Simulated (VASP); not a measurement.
**As: single point with PBE**

The system is As.

```
CELL_PARAMETERS angstrom
1.83276 1.11241 3.48577
-1.83276 1.11241 3.48577
0.00000 -2.22481 3.48577
ATOMIC_POSITIONS crystal
As 0.22754 0.22754 0.22754
As 0.77246 0.77246 0.77246
```

This cell differs from its parent crystal: strain -0.0250 x Voigt [1, -1, 0, 0, 0, 0].

```
Program                : VASP 6.6.1
Task                   : single point
Functional             : PBE
Potentials or basis    : VASP PAW PBE potentials, release 64 (As)
Cutoff                 : 520 eV
k mesh                 : 18 × 18 × 18
Occupations            : gaussian, width 0.15 eV
Spin                   : no spin polarisation
Dipole correction      : no
Further INCAR settings : ALGO = Fast; EDIFF = 1e-06; NBANDS = 12
```

The pressure is 4.0 GPa, the largest force is 0.265 eV/Å and the band gap on the k mesh is zero (bands 5 and 6 overlap by 1.04 eV).

Forces in eV/Å, atoms in the order of the input:
```
As   0.000 -0.090  0.249
As   0.000  0.090 -0.249
```

Stress tensor (GPa, compression positive):
```
 6.75  0.00  0.00
 0.00  2.06 -1.70
 0.00 -1.70  3.30
```

Levels at points of the mesh, in eV from the Fermi level:
| k point | band 3 | band 4 | band 5 | band 6 | band 7 | band 8 |
| --- | --- | --- | --- | --- | --- | --- |
| (0.00, 0.00, 0.00) | -2.73 | -2.03 | -1.94 | 1.59 | 2.82 | 3.16 |
| (0.50, 0.00, 0.00) | -2.96 | -2.75 | -0.55 | -0.54 | 0.25 | 1.07 |
| (0.50, 0.50, 0.00) | -6.11 | -4.48 | -3.88 | 1.63 | 5.54 | 7.06 |
| (0.00, 0.00, 0.50) | -2.86 | -2.53 | -0.10 | 0.06 | 0.16 | 1.51 |
| (0.50, 0.00, 0.50) | -6.14 | -4.48 | -4.14 | 1.38 | 5.36 | 6.68 |
| (0.50, 0.50, 0.50) | -1.90 | -1.65 | -0.74 | 0.58 | 0.88 | 1.77 |

Run time: 11 min on 1 thread of Oxide Virtual Turin-like Processor (shared host), peak memory 0.69 GiB.

Caveat: the cell differs from its parent crystal (strain -0.0250 x Voigt [1, -1, 0, 0, 0, 0]); the cell stands under pressure.
